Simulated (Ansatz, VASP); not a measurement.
Zn2S in VASP and in Ansatz

```
Zn S
1.0
     4.20244    0.00000    0.00000
    -2.10122    3.63942    0.00000
     0.00000    0.00000    3.57199
Zn S
2 1
Direct
  0.33333 0.66667 0.50000
  0.66667 0.33333 0.50000
  0.00000 0.00000 0.00000
```

Alike in both runs: functional PBE; k mesh 12 × 12 × 14; occupations gaussian, width 0.1 eV; no spin polarisation.

Ansatz relaxed the structure, and its values are those at the end. VASP's run is a single point on that final structure, the one shown.

|  | VASP | Ansatz |
| --- | --- | --- |
| version | VASP 6.6.1 | Ansatz 0.2.0 |
| potentials or method | VASP PAW PBE potentials, release 64 (Zn, S), cutoff 500 eV | scalar-relativistic, plane waves, PAW |
| valence electrons in the cell | 30 | 30 |

|  | VASP | Ansatz | Ansatz less VASP |
| --- | --- | --- | --- |
| gap on the k mesh at the Fermi level (eV) | none | none | - |
| pressure (GPa) | 0.3 | 0.0 | -0.30 |

A gap of «none» marks a metal or a gap that the smearing closes.
